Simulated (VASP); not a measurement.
# Ru: single point with revPBE

The system is Ru.

```
Ru
1.0
     4.16679    0.00000    0.00000
    -2.08339    3.60854    0.00000
     0.00000    0.00000    2.61971
Ru
3
Direct
  0.00000 0.00000 0.00000
  0.33333 0.66667 0.50000
  0.66667 0.33333 0.50000
```

This cell differs from its parent crystal: volume scaled by 0.92.

| Property | Result |
| --- | --- |
| Program | VASP 6.6.1 |
| Task | single point |
| Functional | revPBE |
| Potentials or basis | VASP PAW PBE potentials, release 64 (Ru_pv) |
| Cutoff | 520 eV |
| k mesh | 10 × 10 × 13 |
| Occupations | fermi-dirac, width 0.1 eV |
| Spin | no spin polarisation |

```json
{
 "Pressure": "28.8 GPa",
 "Band gap on the k mesh": "zero (band 21 reaches 14.81 eV, above the bottom of band 22 at 12.25 eV)"
}
```

Stress tensor (GPa, compression positive):
```
29.84  0.00  0.00
 0.00 29.84  0.00
 0.00  0.00 26.67
```

Levels at points of the mesh, in eV from the Fermi level:
| k point | band 17 | band 18 | band 19 | band 20 | band 21 | band 22 | band 23 | band 24 | band 25 | band 26 |
| --- | --- | --- | --- | --- | --- | --- | --- | --- | --- | --- |
| (0.00, 0.00, 0.00) | -3.03 | -2.32 | -2.32 | -1.58 | -1.58 | -1.47 | -1.47 | 1.84 | 1.84 | 9.85 |
| (0.50, 0.00, 0.00) | -2.83 | -2.68 | -1.29 | -1.21 | 0.45 | 0.87 | 0.89 | 0.92 | 1.40 | 1.42 |

It took 29 s on 1 thread of Intel(R) Xeon(R) 6975P-C (Granite Rapids), on a shared host, peak memory 0.2 GiB.

Caveat: the PAW data sets were made with another functional, which shifts forces and pressure a little.
